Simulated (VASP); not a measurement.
# CaO (Lime) (I4/mmm) in VASP: notebook

Runs on CaO (Lime). Level: PBEsol. Tasks: single point.

Everything below comes from runs of VASP 6.6.1. Logs are shortened: lines on timing, memory, paths and dates and some standing lists are left out, and cuts for length are marked.

**1. The cell of the first run**

The structure is tetragonal, space group I4/mmm (No. 139). The conventional cell has a = 3.426 Å, b = 3.426 Å, c = 4.813 Å, α = 90.00°, β = 90.00°, γ = 90.00°. Ca (site symmetry 4/mmm) has 6 O at 2.41 to 2.42 Å within 3.2 Å. Within 3.2 Å of O (site symmetry 4/mmm) lie 6 Ca at 2.41 to 2.42 Å.

**2. Single point, PBEsol**

Input file INCAR:

```
SYSTEM = CaO
ALGO = Normal
EDIFF = 1E-6
ENCUT = 520
GGA = PS
ISIF = 2
ISMEAR = 0
LASPH = .True.
LCHARG = .True.
LELF = .True.
LREAL = .False.
LVHAR = .True.
LWAVE = .False.
NBANDS = 15
NELM = 100
PREC = Accurate
SIGMA = 0.05
```

Input file KPOINTS:

```
k-points
0
Gamma
  8 8 8
  0 0 0
```

Input file POSCAR:

```
CaO
1.0
    0.0000000000      2.4225433333      2.4065000000
    2.4225433333      0.0000000000      2.4065000000
    2.4225433333      2.4225433333      0.0000000000
Ca O
1 1
Direct
    0.0000000000      0.0000000000      0.0000000000
    0.5000000000      0.5000000000      0.5000000000
```

Potentials or basis: VASP PAW PBE potentials, release 64 (Ca_sv, O).

Command:

```console
cat potpaw_PBE.64/Ca_sv/POTCAR potpaw_PBE.64/O/POTCAR > POTCAR
mpirun -np 1 vasp_std > vasp.out
```

OUTCAR:

```text
SYSTEM = CaO
   EDIFF = 1E-6
   ENCUT = 520
   GGA = PS
   ISIF = 2
   ISMEAR = 0
   LASPH = .True.
   LREAL = .False.
   NELM = 100
   PREC = Accurate

 ion  position               nearest neighbor table
   1  0.000  0.000  0.000-   2 2.41   2 2.41   2 2.42   2 2.42   2 2.42   2 2.42
   2  0.500  0.500  0.500-   1 2.41   1 2.41   1 2.42   1 2.42   1 2.42   1 2.42

  LATTYP: Found a body centered tetragonal cell.
 ALAT       =     3.4259936374
 C/A-ratio  =     1.4048479097

  Lattice vectors:

 A1 = (   0.0000000000,  -2.4225433333,  -2.4065000000)
 A2 = (   0.0000000000,   2.4225433333,  -2.4065000000)
 A3 = (   2.4225433333,   0.0000000000,   2.4065000000)

Analysis of symmetry for initial positions (statically):
=====================================================================
 Subroutine PRICEL returns:
 Original cell was already a primitive cell.

 Routine SETGRP: Setting up the symmetry group for a
 body centered tetragonal supercell.

 Subroutine GETGRP returns: Found 16 space group operations
 (whereof 16 operations were pure point group operations)
 out of a pool of 16 trial point group operations.

The static configuration has the point symmetry D_4h.

Analysis of symmetry for dynamics (positions and initial velocities):
=====================================================================
 Subroutine PRICEL returns:
 Original cell was already a primitive cell.

 Routine SETGRP: Setting up the symmetry group for a
 body centered tetragonal supercell.

 Subroutine GETGRP returns: Found 16 space group operations
 (whereof 16 operations were pure point group operations)
 out of a pool of 16 trial point group operations.

The dynamic configuration has the point symmetry D_4h.

 Subroutine INISYM returns: Found 16 space group operations
 (whereof 16 operations are pure point group operations),
 and found     1 'primitive' translations

----------------------------------------------------------------------------------------

                                     Primitive cell

  volume of cell :      28.2461

  direct lattice vectors                    reciprocal lattice vectors
     0.000000000  2.422543333  2.406500000    -0.206394657  0.206394657  0.207770621
     2.422543333  0.000000000  2.406500000     0.206394657 -0.206394657  0.207770621
     2.422543333  2.422543333  0.000000000     0.206394657  0.206394657 -0.207770621

  length of vectors
     3.414668132  3.414668132  3.425993637     0.358282207  0.358282207  0.358282207

  position of ions in fractional coordinates (direct lattice)
     0.000000000  0.000000000  0.000000000
     0.500000000  0.500000000  0.500000000

  ion indices of the primitive-cell ions
   primitive index   ion index
                 1           1
                 2           2

----------------------------------------------------------------------------------------

 KPOINTS: k-points

Automatic generation of k-mesh.
 Grid dimensions read from file:
 generate k-points for:    8    8    8

 Generating k-lattice:

  Cartesian coordinates                     Fractional coordinates (reciprocal lattice)
    -0.025799332  0.025799332  0.025971328     0.125000000 -0.000000000  0.000000000
     0.025799332 -0.025799332  0.025971328    -0.000000000  0.125000000  0.000000000
     0.025799332  0.025799332 -0.025971328     0.000000000  0.000000000  0.125000000

  Length of vectors
     0.044785276  0.044785276  0.044785276

  Shift w.r.t. Gamma in fractional coordinates (k-lattice)
     0.000000000  0.000000000  0.000000000

 Subroutine IBZKPT returns following result:
 ===========================================

 Found     59 irreducible k-points:

 Following reciprocal coordinates:
            Coordinates               Weight
  0.000000  0.000000  0.000000      1.000000
  0.125000 -0.000000  0.000000      8.000000
  0.250000 -0.000000  0.000000      8.000000
  0.375000  0.000000  0.000000      8.000000
  0.500000 -0.000000  0.000000      4.000000
  0.125000  0.125000  0.000000      2.000000
[... 16 lines left out ...]
  0.250000 -0.000000  0.125000     16.000000
  0.375000 -0.000000  0.125000     16.000000
 [... further k-points ...]
   k-points           NKPTS =     59   k-points in BZ     NKDIM =     59   number of bands    NBANDS=     15
   number of dos      NEDOS =    301   number of ions     NIONS =      2
   total plane-waves  NPLWV =  21952
   dimension x,y,z NGX =    28 NGY =   28 NGZ =   28
   dimension x,y,z NGXF=    56 NGYF=   56 NGZF=   56
   ions per type =               1   1
   NGX,Y,Z   is equivalent  to a cutoff of  13.63, 13.63, 13.59 a.u.
   NGXF,Y,Z  is equivalent  to a cutoff of  27.26, 27.26, 27.17 a.u.
 SYSTEM =  CaO
   PREC   = accura    normal or accurate (medium, high low for compatibility)
   ISTART =      0    job   : 0-new  1-cont  2-samecut
   ICHARG =      2    charge: 1-file 2-atom 10-const
   ISPIN  =      1    spin polarized calculation?
   LNONCOLLINEAR =      F non collinear calculations
   LSORBIT =      F    spin-orbit coupling
   LASPH  =      T    aspherical Exc in radial PAW
   ENCUT  =  520.0 eV  38.22 Ry    6.18 a.u.   6.35  6.35  6.37*2*pi/ulx,y,z
   NELM   =    100;   NELMIN=  2; NELMDL= -5     # of ELM steps
   EDIFF  = 0.1E-05   stopping-criterion for ELM
   LREAL  =      F    real-space projection
   EDIFFG = 0.1E-04   stopping-criterion for IOM
   NSW    =      0    number of steps for IOM
   IBRION =     -1    ionic relax: 0-MD 1-quasi-New 2-CG
   NFREE  =      0    steps in history (QN), initial steepest desc. (CG)
   ISIF   =      2    stress and relaxation
   ISYM   =      2    0-nonsym 1-usesym 2-fastsym
   POTIM  = 0.5000    time-step for ionic-motion
   TEBEG  =    0.0;   TEEND  =   0.0 temperature during run
   PSTRESS=    0.0 pullay stress
   NELECT =      16.0000    total number of electrons
   NUPDOWN=      -1.0000    fix difference up-down
   EMIN   =  10.00;   EMAX   =-10.00  energy-range for DOS
   EFERMI =   0.00;   METHOD = LEGACY
   ISMEAR =     0;   SIGMA  =   0.05  broadening in eV -4-tet -1-fermi 0-gaus
   EFERMI_NEDOS =   21; number of points for ismear=-14 and -15
   IALGO  =     38    algorithm
   IMIX   =      4    mixing-type and parameters
     AMIX     =   0.40;   BMIX     =  1.00
     AMIX_MAG =   1.60;   BMIX_MAG =  1.00
  volume/ion in A,a.u.               =      14.12        95.31
  Fermi-wavevector in a.u.,A,eV,Ry     =   1.354550  2.559729 24.964062  1.834807
  Thomas-Fermi vector in A             =   2.481713
   LORBIT       =      0    0 simple, 1 ext, 2 COOP (PROOUT), +10 PAW based schemes
   GGA     = PS    functional components
   LHFCALC =     F    Hartree Fock is set to
   AEXX    =    0.0000 exact exchange contribution
   IVDW    =     0    specifies the selected vdW correction
   LEPSILON=     F    determine dielectric tensor
   LRPA    =     F    only Hartree local field effects (RPA)
 non-spin polarized calculation
 Gauss-broadening in eV      SIGMA  =   0.05
  energy-cutoff  :      520.00
  volume of cell :       28.25
 maximum number of plane-waves:       772
 NGX is ok and might be reduce to    28
   NGX = 13   NGY = 13   NGZ = 13

 number of electron      16.0000000 magnetization

 Free energy of the ion-electron system (eV)
  ---------------------------------------------------
  ext. energy  EPLUGINS =         0.00000000
  ---------------------------------------------------
  free energy    TOTEN  =       -13.39941992 eV

  energy without entropy =      -13.39941992  energy(sigma->0) =      -13.39941992

 E-fermi :   2.3419     XC(G=0): -10.6496

 val. band max:        2.1070088579   @ k =   0.0000   0.0000   0.0000
 cond. band min:       5.6244983278   @ k =   0.5000   0.5000   0.0000
 fundamental gap:      3.5174894698
 Fermi energy:         2.3419220553

 k-point     1 :       0.0000    0.0000    0.0000
  band No.  band energies     occupation
      1     -35.3596      2.00000
      2     -16.2145      2.00000
      3     -16.2145      2.00000
      4     -16.2101      2.00000
      5     -13.3138      2.00000
      6       2.0914      2.00000
      7       2.0914      2.00000
      8       2.1070      2.00000
      9       6.5215      0.00000
     10       8.2345      0.00000
     11       8.2345      0.00000
     12       8.2799      0.00000
     13       9.7247      0.00000
     14       9.7867      0.00000
     15      16.8215      0.00000

 k-point     2 :       0.1250   -0.0000    0.0000
  band No.  band energies     occupation
      1     -35.3453      2.00000
      2     -16.4162      2.00000
      3     -16.2229      2.00000
      4     -16.2189      2.00000
      5     -13.0992      2.00000
      6       1.5511      2.00000
      7       1.8849      2.00000
      8       1.8936      2.00000
      9       7.2122      0.00000
     10       8.1990      0.00000
     11       8.5007      0.00000
     12       8.5267      0.00000
     13      10.0854      0.00000
     14      10.1508      0.00000
     15      17.4151      0.00000

 k-point     3 :       0.2500   -0.0000    0.0000
  band No.  band energies     occupation
      1     -35.3104      2.00000
      2     -16.8249      2.00000
      3     -16.2430      2.00000
      4     -16.2367      2.00000
      5     -12.6610      2.00000
      6       0.5457      2.00000
      7       1.4425      2.00000
      8       1.4471      2.00000
      9       8.2320      0.00000
     10       8.6847      0.00000
     11       9.1993      0.00000
     12       9.2122      0.00000
     13      10.9557      0.00000
     14      11.0278      0.00000
     15      17.7540      0.00000

 k-point     4 :       0.3750    0.0000    0.0000
  band No.  band energies     occupation
      1     -35.2753      2.00000
      2     -17.1648      2.00000
      3     -16.2629      2.00000
      4     -16.2541      2.00000
      5     -12.2882      2.00000
      6      -0.2569      2.00000
      7       1.0580      2.00000
      8       1.0590      2.00000
      9       8.6929      0.00000
     10       9.8841      0.00000
     11      10.0075      0.00000
     12      10.0081      0.00000
     13      11.9126      0.00000
     14      11.9850      0.00000
     15      16.6206      0.00000
[... 307 lines left out ...]
 k-point    22 :       0.1250    0.0000    0.1250
  band No.  band energies     occupation
      1     -35.3407      2.00000
      2     -16.4193      2.00000
      3     -16.2461      2.00000
      4     -16.2431      2.00000
      5     -13.0668      2.00000
      6       1.2588      2.00000
      7       1.9736      2.00000
      8       1.9886      2.00000
      9       7.2943      0.00000
     10       7.7057      0.00000
     11       8.8007      0.00000
     12       8.8393      0.00000
     13       9.9226      0.00000
     14      10.5169      0.00000
     15      17.6529      0.00000

 k-point    23 :       0.2500   -0.0000    0.1250
  band No.  band energies     occupation
      1     -35.3130      2.00000
      2     -16.7015      2.00000
      3     -16.2752      2.00000
      4     -16.2626      2.00000
      5     -12.7818      2.00000
      6       0.6207      2.00000
      7       1.6209      2.00000
      8       1.7265      2.00000
      9       7.5089      0.00000
     10       8.2856      0.00000
     11       9.3900      0.00000
     12       9.4949      0.00000
     13      10.4026      0.00000
     14      11.3387      0.00000
     15      18.2372      0.00000

 k-point    24 :       0.3750   -0.0000    0.1250
  band No.  band energies     occupation
      1     -35.2781      2.00000
      2     -17.0218      2.00000
      3     -16.2960      2.00000
      4     -16.2908      2.00000
      5     -12.4601      2.00000
      6       0.0432      2.00000
      7       1.1289      2.00000
      8       1.3262      2.00000
      9       7.8931      0.00000
     10       9.4406      0.00000
     11      10.1355      0.00000
     12      10.2244      0.00000
     13      11.3374      0.00000
     14      12.1551      0.00000
     15      17.0932      0.00000

 [... further k-points ...]
[... 5 lines left out ...]
  --------------------------------------------------------------------------------------
  -------------------------------------------------------------------------------------
  Total       -0.7392876     -0.7392876     -0.5759870      0.0000000      0.0000000     -0.0000000
  in kB      -41.9338812    -41.9338812    -32.6711396      0.0000000      0.0000000     -0.0000000
  external PRESSURE =     -38.8463006 kB  Pullay stress =       0.0000000 kB

 VOLUME and BASIS-vectors are now :
 -----------------------------------------------------------------------------
  energy-cutoff  :      520.00
  volume of cell :       28.25
      direct lattice vectors                 reciprocal lattice vectors
     0.000000000  2.422543333  2.406500000    -0.206394657  0.206394657  0.207770621
     2.422543333  0.000000000  2.406500000     0.206394657 -0.206394657  0.207770621
     2.422543333  2.422543333  0.000000000     0.206394657  0.206394657 -0.207770621

 POSITION                                       TOTAL-FORCE (eV/Angst)
 -----------------------------------------------------------------------------------
      0.00000      0.00000      0.00000         0.000000     -0.000000      0.000000
      2.42254      2.42254      2.40650        -0.000000      0.000000      0.000000
 -----------------------------------------------------------------------------------
    total drift:                                0.000000      0.000000      0.000000

  FREE ENERGIE OF THE ION-ELECTRON SYSTEM (eV)
  ---------------------------------------------------
  free  energy   TOTEN  =       -13.3994199206 eV

  energy  without entropy=      -13.3994199206  energy(sigma->0) =      -13.39941992
```

It took 27 s on 1 thread of AMD EPYC 7R13 (Zen 3), shared host; peak memory 0.14 GiB.

Results:

```yaml
Free_energy: -13.3994 eV
Pressure: -3.9 GPa
Band_gap_on_the_k_mesh: 3.52 eV, indirect (least direct gap 3.92 eV)
```

Stress tensor (GPa, compression positive):
```
-4.19  0.00  0.00
 0.00 -4.19  0.00
 0.00  0.00 -3.27
```

Caveat: the PAW data sets were made with another functional, which shifts forces and pressure a little. A hybrid or GW would open this gap; PBEsol tends to underestimate it.

**3. Single point, PBEsol**

This run uses another cell than the first one, of 14.22 Å³/atom, 1.007 times its volume.

Input file INCAR:

```
PREC = Accurate
ENCUT = 520
EDIFF = 1E-7
ISMEAR = 0
SIGMA = 0.05
LREAL = False
LASPH = True
NELM = 60
ALGO = Normal
ISIF = 2
LWAVE = False
LCHARG = False
GGA = PS
NBANDS = 15
```

Input file KPOINTS:

```
Automatic mesh
0
Gamma
  8 8 8
```

Input file POSCAR:

```
CaO
1.0
    0.0000000000      2.4305650000      2.4065000000
    2.4305650000      0.0000000000      2.4065000000
    2.4305650000      2.4305650000      0.0000000000
Ca O
1 1
Direct
    0.0000000000      0.0000000000      0.0000000000
    0.5000000000      0.5000000000      0.5000000000
```

Potentials or basis: VASP PAW PBE potentials, release 64 (Ca_sv, O).

Command:

```console
cat potpaw_PBE.64/Ca_sv/POTCAR potpaw_PBE.64/O/POTCAR > POTCAR
mpirun -np 1 vasp_std > vasp.out
```

Wall time 26 s (1 thread of AMD EPYC 7R13 (Zen 3), shared host); peak memory 0.14 GiB.

Results (log left out):

```
Free energy            : -13.3943 eV
Pressure               : -4.5 GPa
Band gap on the k mesh : 3.51 eV, indirect (least direct gap 3.92 eV)
```

Stress tensor (GPa, compression positive):
```
-4.96  0.00  0.00
 0.00 -4.96  0.00
 0.00  0.00 -3.61
```

Levels at points of the mesh, in eV from the valence-band top:
```tsv
k point	band 6	band 7	band 8	band 9	band 10	band 11
(0.00, 0.00, 0.00)	-0.02	-0.02	0.00	4.36	6.10	6.10
(0.50, 0.00, 0.00)	-2.65	-1.19	-1.19	6.89	8.14	8.23
(0.50, 0.50, 0.00)	-1.31	-0.42	-0.42	3.51	7.86	8.78
(0.50, 0.00, 0.50)	-1.36	-0.40	-0.38	3.54	7.85	8.78
```

Caveat: the PAW data sets were made with another functional, which shifts forces and pressure a little.
